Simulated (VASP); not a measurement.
# ZnSe (F-43m) in VASP: further runs

Runs on ZnSe. Level: LDA. Tasks: single point, relaxation of cell and atoms.

Program: VASP 6.6.1. These are calculated values, not measurements. Logs are shortened: lines on timing, memory, paths and dates and some standing lists are left out, and cuts for length are marked.

**1. The cell of the first run**

It takes space group F-43m (No. 216, cubic). The conventional cell has a = 5.568 Å, b = 5.568 Å, c = 5.568 Å, α = 90.00°, β = 90.00°, γ = 90.00°. Zn (site symmetry -43m) has 4 Se at 2.41 Å within 3.2 Å. Se (site symmetry -43m) has 4 Zn at 2.41 Å within 3.2 Å.

**2. Single point, LDA**

INCAR reads:

```
PREC = Accurate
ENCUT = 520
EDIFF = 1E-6
ISMEAR = -1
SIGMA = 0.08
LREAL = F
LASPH = T
NELM = 60
ALGO = Normal
ISIF = 2
LWAVE = F
LCHARG = F
NBANDS = 16
```

KPOINTS reads:

```
regular mesh
0
Gamma
  12 12 12
```

POSCAR reads:

```
ZnSe
1.0
    2.7837594218      2.7837594218      0.0000000000
   -2.7837594218      2.7837594218      0.0000000000
    0.0000000000      2.7837594218      2.7837594218
Zn Se
1 1
Direct
    0.0000000000      0.0000000000      0.0000000000
    0.7500000000      0.2500000000      0.5000000000
```

Potentials or basis: VASP PAW LDA potentials, release 64 (Zn, Se).

Started as:

```console
$ cat potpaw_LDA.64/Zn/POTCAR potpaw_LDA.64/Se/POTCAR > POTCAR
$ mpirun -np 1 vasp_std > vasp.out
```

OUTCAR:

```text
PREC = Accurate
   ENCUT = 520
   EDIFF = 1E-6
   ISMEAR = -1
   LREAL = F
   LASPH = T
   NELM = 60
   ISIF = 2

 ion  position               nearest neighbor table
   1  0.000  0.000  0.000-   2 2.41   2 2.41   2 2.41   2 2.41
   2  0.750  0.250  0.500-   1 2.41   1 2.41   1 2.41   1 2.41

  LATTYP: Found a face centered cubic cell.
 ALAT       =     5.5675188436

  Lattice vectors:

 A1 = (   0.0000000000,   2.7837594218,   2.7837594218)
 A2 = (   2.7837594218,   0.0000000000,   2.7837594218)
 A3 = (   2.7837594218,   2.7837594218,   0.0000000000)

Analysis of symmetry for initial positions (statically):
=====================================================================
 Subroutine PRICEL returns:
 Original cell was already a primitive cell.

 Routine SETGRP: Setting up the symmetry group for a
 face centered cubic supercell.

 Subroutine GETGRP returns: Found 24 space group operations
 (whereof 24 operations were pure point group operations)
 out of a pool of 48 trial point group operations.

The static configuration has the point symmetry T_d .

Analysis of symmetry for dynamics (positions and initial velocities):
=====================================================================
 Subroutine PRICEL returns:
 Original cell was already a primitive cell.

 Routine SETGRP: Setting up the symmetry group for a
 face centered cubic supercell.

 Subroutine GETGRP returns: Found 24 space group operations
 (whereof 24 operations were pure point group operations)
 out of a pool of 48 trial point group operations.

The dynamic configuration has the point symmetry T_d .

 Subroutine INISYM returns: Found 24 space group operations
 (whereof 24 operations are pure point group operations),
 and found     1 'primitive' translations

----------------------------------------------------------------------------------------

                                     Primitive cell

  volume of cell :      43.1445

  direct lattice vectors                    reciprocal lattice vectors
     2.783759422  2.783759422  0.000000000     0.179613222  0.179613222 -0.179613222
    -2.783759422  2.783759422  0.000000000    -0.179613222  0.179613222 -0.179613222
     0.000000000  2.783759422  2.783759422     0.000000000  0.000000000  0.359226445

  length of vectors
     3.936830329  3.936830329  3.936830329     0.311099227  0.311099227  0.359226445

  position of ions in fractional coordinates (direct lattice)
     0.000000000  0.000000000  0.000000000
[... 72 lines left out ...]
   ISPIN  =      1    spin polarized calculation?
   LNONCOLLINEAR =      F non collinear calculations
   LSORBIT =      F    spin-orbit coupling
   LASPH  =      T    aspherical Exc in radial PAW
   ENCUT  =  520.0 eV  38.22 Ry    6.18 a.u.   7.32  7.32  7.32*2*pi/ulx,y,z
   NELM   =     60;   NELMIN=  2; NELMDL= -5     # of ELM steps
   EDIFF  = 0.1E-05   stopping-criterion for ELM
   LREAL  =      F    real-space projection
   EDIFFG = 0.1E-04   stopping-criterion for IOM
   NSW    =      0    number of steps for IOM
   IBRION =     -1    ionic relax: 0-MD 1-quasi-New 2-CG
   NFREE  =      0    steps in history (QN), initial steepest desc. (CG)
   ISIF   =      2    stress and relaxation
   ISYM   =      2    0-nonsym 1-usesym 2-fastsym
   POTIM  = 0.5000    time-step for ionic-motion
   TEBEG  =    0.0;   TEEND  =   0.0 temperature during run
   PSTRESS=    0.0 pullay stress
   NELECT =      18.0000    total number of electrons
   NUPDOWN=      -1.0000    fix difference up-down
   EMIN   =  10.00;   EMAX   =-10.00  energy-range for DOS
   EFERMI =   0.00;   METHOD = LEGACY
   ISMEAR =    -1;   SIGMA  =   0.08  broadening in eV -4-tet -1-fermi 0-gaus
   EFERMI_NEDOS =   21; number of points for ismear=-14 and -15
   IALGO  =     38    algorithm
   IMIX   =      4    mixing-type and parameters
     AMIX     =   0.40;   BMIX     =  1.00
     AMIX_MAG =   1.60;   BMIX_MAG =  1.00
  volume/ion in A,a.u.               =      21.57       145.58
  Fermi-wavevector in a.u.,A,eV,Ry     =   1.223275  2.311654 20.359769  1.496401
  Thomas-Fermi vector in A             =   2.358391
   LORBIT       =      0    0 simple, 1 ext, 2 COOP (PROOUT), +10 PAW based schemes
   GGA     = CA    functional components
   LHFCALC =     F    Hartree Fock is set to
   AEXX    =    0.0000 exact exchange contribution
   IVDW    =     0    specifies the selected vdW correction
   LEPSILON=     F    determine dielectric tensor
   LRPA    =     F    only Hartree local field effects (RPA)
 non-spin polarized calculation
  energy-cutoff  :      520.00
  volume of cell :       43.14
 maximum number of plane-waves:      1211
 NGX is ok and might be reduce to    30
   NGX = 15   NGY = 15   NGZ = 15

 number of electron      17.9999987 magnetization

 Free energy of the ion-electron system (eV)
  ---------------------------------------------------
  ext. energy  EPLUGINS =         0.00000000
  ---------------------------------------------------
  free energy    TOTEN  =        -7.37269368 eV

  energy without entropy =       -7.37269147  energy(sigma->0) =       -7.37269258

 E-fermi :   2.7451     XC(G=0):  -9.9382

 val. band max:        1.9912040722   @ k =   0.0000   0.0000   0.0000
 cond. band min:       3.2814812015   @ k =   0.0000   0.0000   0.0000
 fundamental gap:      1.2902771293
 Fermi energy:         2.7451382153

 k-point     1 :       0.0000    0.0000    0.0000
  band No.  band energies     occupation
      1     -11.6557      2.00000
      2      -4.8939      2.00000
      3      -4.8939      2.00000
      4      -4.8939      2.00000
      5      -4.4851      2.00000
      6      -4.4851      2.00000
[... 433 lines left out ...]
      3      -4.7593      2.00000
      4      -4.6686      2.00000
      5      -4.4573      2.00000
      6      -4.4566      2.00000
[... 8 lines left out ...]
     15      14.4892      0.00000
     16      15.1630      0.00000

 [... further k-points ...]
[... 5 lines left out ...]
  --------------------------------------------------------------------------------------
  -------------------------------------------------------------------------------------
  Total        0.0990099      0.0990099      0.0990099      0.0000000      0.0000000     -0.0000000
  in kB        3.6767508      3.6767508      3.6767508      0.0000000      0.0000000     -0.0000000
  external PRESSURE =       3.6767508 kB  Pullay stress =       0.0000000 kB

 VOLUME and BASIS-vectors are now :
 -----------------------------------------------------------------------------
  energy-cutoff  :      520.00
  volume of cell :       43.14
      direct lattice vectors                 reciprocal lattice vectors
     2.783759422  2.783759422  0.000000000     0.179613222  0.179613222 -0.179613222
    -2.783759422  2.783759422  0.000000000    -0.179613222  0.179613222 -0.179613222
     0.000000000  2.783759422  2.783759422     0.000000000  0.000000000  0.359226445

 POSITION                                       TOTAL-FORCE (eV/Angst)
 -----------------------------------------------------------------------------------
      0.00000      0.00000      0.00000         0.000000     -0.000000      0.000000
      1.39188      4.17564      1.39188        -0.000000      0.000000     -0.000000
 -----------------------------------------------------------------------------------
    total drift:                               -0.000000     -0.000000     -0.000000

  FREE ENERGIE OF THE ION-ELECTRON SYSTEM (eV)
  ---------------------------------------------------
  free  energy   TOTEN  =        -7.3726936816 eV

  energy  without entropy=       -7.3726914713  energy(sigma->0) =       -7.37269258
```

OSZICAR:

```text
N       E                     dE             d eps       ncg     rms          rms(c)
DAV:   1     0.842202496715E+02    0.84220E+02   -0.87699E+03  2304   0.131E+03
DAV:   2    -0.234090098357E+01   -0.86561E+02   -0.81467E+02  2632   0.251E+02
DAV:   3    -0.764127153530E+01   -0.53004E+01   -0.52798E+01  2824   0.609E+01
DAV:   4    -0.768425293106E+01   -0.42981E-01   -0.42977E-01  2872   0.586E+00
DAV:   5    -0.768446699701E+01   -0.21407E-03   -0.21406E-03  2928   0.373E-01    0.529E+00
DAV:   6    -0.740444093175E+01    0.28003E+00   -0.55635E-01  3312   0.257E+01    0.399E+00
DAV:   7    -0.737777637712E+01    0.26665E-01   -0.15517E-01  2824   0.384E+00    0.166E+00
DAV:   8    -0.737323960465E+01    0.45368E-02   -0.34557E-03  3536   0.821E-01    0.422E-01
DAV:   9    -0.737268407119E+01    0.55553E-03   -0.93778E-04  2616   0.253E-01    0.577E-02
DAV:  10    -0.737270336505E+01   -0.19294E-04   -0.13292E-04  3232   0.126E-01    0.192E-02
DAV:  11    -0.737269366188E+01    0.97032E-05   -0.19059E-05  3440   0.684E-02    0.507E-03
DAV:  12    -0.737269368156E+01   -0.19681E-07   -0.29641E-06  2656   0.127E-02
   1 F= -.73726937E+01 E0= -.73726926E+01  d E =-.221021E-05
```

stdout:

```text
POSCAR found type information on POSCAR ZnSe
 POSCAR found :  2 types and       2 ions
 scaLAPACK will be used
 LDA part: xc-table for (Slater(with rela. corr.)+CA(PZ))
 , standard interpolation
 POSCAR, INCAR and KPOINTS ok, starting setup
 FFT: planning ... GRIDC
 FFT: planning ... GRID_SOFT
 FFT: planning ... GRID
 WAVECAR not read
 entering main loop
```

It took 21 s on 1 thread of Intel Xeon 6975P-C (Granite Rapids), shared host; peak memory 0.17 GiB.

Results:

- Free energy: -7.3727 eV
- Pressure: 0.4 GPa
- Band gap on the k mesh: 1.29 eV, direct

As with any semilocal functional, this LDA gap is likely too small.

**3. Relaxation of cell and atoms, LDA**

This run uses another cell than the first one, of 22.76 Å³/atom, 1.055 times its volume.

INCAR reads:

```
SYSTEM = ZnSe
PREC     = Accurate       ! precision mode
ENCUT    = 600            ! plane-wave cutoff, eV
EDIFF    = 1E-7           ! SCF threshold, eV
ISMEAR   = -1             ! smearing method
SIGMA    = 0.08           ! smearing width, eV
LREAL    = .False.        ! projectors in reciprocal space
LASPH    = .True.         ! aspherical terms in the spheres
NELM     = 60             ! most SCF steps
ALGO     = Normal         ! electronic algorithm
ISIF     = 3              ! what is computed and relaxed
LWAVE    = .False.        ! write WAVECAR
LCHARG   = .False.        ! write CHGCAR
GGA      = CA             ! functional
IBRION   = 2              ! ionic algorithm
NSW      = 100            ! ionic steps
EDIFFG   = -0.002         ! ionic threshold
```

KPOINTS reads:

```
regular mesh
0
Gamma
  12 12 12
  0 0 0
```

POSCAR reads:

```
ZnSe
1.0
    2.8338000000      2.8338000000      0.0000000000
   -2.8338000000      2.8338000000      0.0000000000
    0.0000000000      2.8338000000      2.8338000000
Zn Se
1 1
Direct
    0.0000000000      0.0000000000      0.0000000000
    0.7500000000      0.2500000000      0.5000000000
```

Potentials or basis: VASP PAW LDA potentials, release 64 (Zn, Se).

Started as:

```console
$ cat potpaw_LDA.64/Zn/POTCAR potpaw_LDA.64/Se/POTCAR > POTCAR
$ mpirun -np 1 vasp_std > vasp.out
```

OUTCAR:

```text
SYSTEM = ZnSe
   PREC = Accurate
   ENCUT = 600
   EDIFF = 1E-7
   ISMEAR = -1
   LREAL = .False.
   LASPH = .True.
   NELM = 60
   ISIF = 3
   GGA = CA
   IBRION = 2
   NSW = 100
   EDIFFG = -0.002

 ion  position               nearest neighbor table
   1  0.000  0.000  0.000-   2 2.45   2 2.45   2 2.45   2 2.45
   2  0.750  0.250  0.500-   1 2.45   1 2.45   1 2.45   1 2.45

  LATTYP: Found a face centered cubic cell.
 ALAT       =     5.6676000000

  Lattice vectors:

 A1 = (   0.0000000000,   2.8338000000,   2.8338000000)
 A2 = (   2.8338000000,   0.0000000000,   2.8338000000)
 A3 = (   2.8338000000,   2.8338000000,   0.0000000000)

Analysis of symmetry for initial positions (statically):
[... 259 lines left out ...]
 fundamental gap:      1.2709084704
 Fermi energy:         2.6926534864

 k-point     1 :       0.0000    0.0000    0.0000
  band No.  band energies     occupation
      1     -11.6667      2.00000
      2      -4.9186      2.00000
      3      -4.9186      2.00000
      4      -4.9186      2.00000
      5      -4.5144      2.00000
      6      -4.5144      2.00000
      7       1.9480      1.99982
      8       1.9480      1.99982
      9       1.9480      1.99982
     10       3.2189      0.00278
     11       7.6337      0.00000
     12       7.6337      0.00000
     13       7.6337      0.00000
[... 354 lines left out ...]
  band No.  band energies     occupation
      1     -10.8517      2.00000
      2      -4.8465      2.00000
      3      -4.7855      2.00000
      4      -4.6940      2.00000
      5      -4.4865      2.00000
      6      -4.4863      2.00000
      7      -2.5898      2.00000
      8       0.1765      2.00000
      9       0.5605      2.00000
     10       5.5815      0.00000
     11       7.4739      0.00000
     12       9.0254      0.00000
     13       9.4238      0.00000

 [... further k-points ...]
[... 5 lines left out ...]
  --------------------------------------------------------------------------------------
  -------------------------------------------------------------------------------------
  Total       -0.0005201     -0.0005201     -0.0005201      0.0000000      0.0000000     -0.0000000
  in kB       -0.0192257     -0.0192257     -0.0192257      0.0000000      0.0000000     -0.0000000
  external PRESSURE =      -0.0192257 kB  Pullay stress =       0.0000000 kB
[... 17 lines left out ...]
  FREE ENERGIE OF THE ION-ELECTRON SYSTEM (eV)
  ---------------------------------------------------
  free  energy   TOTEN  =        -7.3733076481 eV

  energy  without entropy=       -7.3733051715  energy(sigma->0) =       -7.37330641

 reached required accuracy - stopping structural energy minimisation
```

Wall time 36 s (1 thread of Intel Xeon 6975P-C (Granite Rapids), shared host); peak memory 0.2 GiB.

What came out:

```
Free energy                            : -7.3733 eV
Relaxed volume                         : 21.67 Å³/atom
Relaxed cell                           : a = 3.943 Å, b = 3.943 Å, c = 3.943 Å, α = 60.00°, β = 60.00°, γ = 90.00°
Space group after relaxing (to 0.05 Å) : F-43m (No. 216)
Energy gained by relaxing              : 11.0 meV/atom
Ionic steps                            : 3
Pressure after relaxing                : 0.0 GPa
Band gap on the k mesh                 : 1.27 eV, direct
```

The path:
```tsv
step	energy change (eV)	largest force (eV/Å)	pressure (GPa)	volume (Å³)
1	0.0000	0.0000	-3.12	45.51
2	-0.0195	0.0000	1.17	42.66
3	-0.0220	0.0000	0.00	43.34
```

Final structure:
```
Zn Se
1.0
     2.78804    2.78804    0.00000
    -2.78804    2.78804    0.00000
     0.00000    2.78804    2.78804
Zn Se
1 1
Direct
  0.00000 0.00000 0.00000
  0.75000 0.25000 0.50000
```

Levels at points of the mesh, in eV from the valence-band top:
```csv
k point,band 5,band 6,band 7,band 8,band 9,band 10,band 11,band 12,band 13
"(0.00, 0.00, 0.00)",-6.46,-6.46,0.00,0.00,0.00,1.27,5.69,5.69,5.69
"(0.50, 0.00, 0.00)",-6.44,-6.28,-5.61,-0.95,-0.95,2.46,6.28,6.28,8.48
"(0.50, 0.50, 0.00)",-6.41,-6.26,-5.04,-2.38,-2.38,2.70,3.32,10.89,11.43
```

A hybrid or GW would open this gap; LDA tends to underestimate it. LDA usually gives volumes a few per cent too small.
